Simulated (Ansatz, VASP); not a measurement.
One calculation of SiC, two programs

```xyz
2
Lattice="0.0000 2.1965 2.1965 2.1965 0.0000 2.1965 2.1965 2.1965 0.0000" Properties=species:S:1:pos:R:3 pbc="T T T"
Si    0.0000    0.0000    0.0000
C     3.2947    3.2947    3.2947
```

Change from the starting cell: mode 6 frozen in at +0.000 Å, equal normal strain along x, y and z +0.0083.

Alike in both runs: task single point; functional PBEsol; k mesh 10 × 10 × 10; occupations gaussian, width 0.05 eV; no spin polarisation.

```csv
,VASP,Ansatz
version,VASP 6.6.1,Ansatz 0.2.0
potentials or method,"VASP PAW PBE potentials, release 64 (Si, C), cutoff 520 eV","scalar-relativistic, plane waves, PAW"
valence electrons in the cell,8,8
```

```tsv
	VASP	Ansatz	Ansatz less VASP
gap on the k mesh at the Fermi level (eV)	1.26	1.26	+0.010
least direct gap on the mesh (eV)	4.42	4.43	+0.009
pressure (GPa)	-4.9	-5.2	-0.34
```

VASP's potentials were made for PBE, not for PBEsol. With one functional, cell and mesh, what is left measures potentials, basis and numerics.
